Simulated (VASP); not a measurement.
Write the native input for VASP 6.6.1 that does the following.

```
Task                    : single point
Functional              : PBE
Potentials or basis     : VASP PAW PBE potentials, release 64 (C)
Cutoff                  : 520 eV
k mesh                  : 12 × 8 × 1
Occupations             : fermi-dirac, width 0.02 eV
Spin                    : no spin polarisation
Dipole correction       : yes
k mesh for the DOS      : 18 × 12 × 1
Occupations for the DOS : tetrahedron
Further INCAR settings  : ALGO = Normal; EDIFF = 1e-06; NBANDS = 21
```

The system is C, a slab with vacuum.

```xyz
6
Lattice="2.5255 0.0000 0.0000 0.0000 3.5716 0.0000 0.0000 0.0000 18.5255" Properties=species:S:1:pos:R:3 pbc="T T T"
C     1.8941    0.4465    8.0000
C     0.6314    3.1252    8.0000
C     0.6314    2.2323    9.2628
C     1.8941    1.3394    9.2628
C     1.8941    0.4465   10.5255
C     0.6314    3.1252   10.5255
```

These files were run (other wordings do the same):

POSCAR

```
C
1.0
    2.5255274271      0.0000000000      0.0000000000
    0.0000000000      3.5716351395      0.0000000000
    0.0000000000      0.0000000000     18.5255000000
C
6
Direct
    0.7500000000      0.1250000000      0.4318364571
    0.2500000000      0.8750000000      0.4318364571
    0.2500000000      0.6250000000      0.5000000000
    0.7500000000      0.3750000000      0.5000000000
    0.7500000000      0.1250000000      0.5681635429
    0.2500000000      0.8750000000      0.5681635429
```

INCAR.step1

```
ALGO = Normal ; DIPOL = 0.5 0.5 0.500
EDIFF = 1E-6 ; ENCUT = 520
GGA = PE ; IDIPOL = 3
ISIF = 2 ; ISMEAR = -1
LASPH = T ; LCHARG = T
LDIPOL = T ; LREAL = F
LWAVE = F ; NBANDS = 21
NELM = 60 ; PREC = Accurate
SIGMA = 0.02
```

KPOINTS.step1

```
k-points
0
Gamma
  12 8 1
```

INCAR.step2

```
ALGO = Normal ; DIPOL = 0.5 0.5 0.500
EDIFF = 1E-6 ; ENCUT = 520
GGA = PE ; ICHARG = 11
IDIPOL = 3 ; ISIF = 2
ISMEAR = -5 ; LASPH = T
LCHARG = F ; LDIPOL = T
LORBIT = 11 ; LREAL = F
LWAVE = F ; NBANDS = 21
NEDOS = 2001 ; NELM = 60
PREC = Accurate ; SIGMA = 0.02
```

KPOINTS.step2

```
k-points
0
Gamma
  18 12 1
```

Potentials or basis: VASP PAW PBE potentials, release 64 (C).

Run with:

```console
$ cat potpaw_PBE.64/C/POTCAR > POTCAR
$ cp INCAR.step1 INCAR
$ cp KPOINTS.step1 KPOINTS
$ mpirun -np 1 vasp_std > vasp.out
$ cp INCAR.step2 INCAR
$ cp KPOINTS.step2 KPOINTS
$ mpirun -np 1 vasp_std > vasp.out
```

Results of the run:

```yaml
Valence_electrons_inside_the_program's_atomic_spheres: C 2.41, 2.51 (each value once)
```

It took 16 min on 1 thread of Intel Xeon 8259CL, with other jobs on the host, peak memory 0.35 GiB.
